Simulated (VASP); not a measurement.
Wanted: the native input for a VASP 6.6.1 run.

| Property | Result |
| --- | --- |
| Task | electric field gradients |
| Functional | PBEsol |
| Potentials or basis | VASP PAW PBE potentials, release 64 (Ti_sv, Re) |
| Cutoff | 520 eV |
| k mesh | 13 × 13 × 13 |
| Occupations | fermi-dirac, width 0.05 eV |
| Spin | no spin polarisation |
| Dipole correction | no |
| Further INCAR settings | ALGO = Normal; EDIFF = 1e-08; NBANDS = 16 |

The structure of TiRe lies in POSCAR:

```
TiRe
1.0
    3.0758596991      0.0000000000      0.0000000000
    0.0000000000      3.0758596991      0.0000000000
    0.0000000000      0.0000000000      3.0758596991
Ti Re
1 1
Direct
    0.5000000000      0.5000000000      0.5000000000
    0.0000000000      0.0000000000      0.0000000000
```

This cell differs from its parent crystal: volume scaled by 0.96.

One way to write it, as run:

INCAR

```
ALGO = Normal
EDIFF = 1E-8
ENCUT = 520
GGA = PS
ISIF = 2
ISMEAR = -1
LASPH = T
LCHARG = F
LEFG = T
LREAL = F
LWAVE = F
NBANDS = 16
NELM = 100
PREC = Accurate
SIGMA = 0.05
```

KPOINTS

```
k-points
0
Gamma
  13 13 13
```

Potentials or basis: VASP PAW PBE potentials, release 64 (Ti_sv, Re).

Launch:

```bash
$ cat potpaw_PBE.64/Ti_sv/POTCAR potpaw_PBE.64/Re/POTCAR > POTCAR
$ mpirun -np 1 vasp_std > vasp.out
```

It gave:

| Quantity | Value |
| --- | --- |
| Pressure | 1.6 GPa |

Caveat: without QUAD_EFG the Cq values of the log hold for a quadrupole moment of 1 mb, not for the nuclei; the PAW data sets were made with another functional, which shifts forces and pressure a little.

Run time: 30 s on 1 thread of Intel(R) Xeon(R) Platinum 8259CL CPU @ 2.50GHz (Skylake/Cascade Lake), with other jobs on the host, peak memory 0.17 GiB.
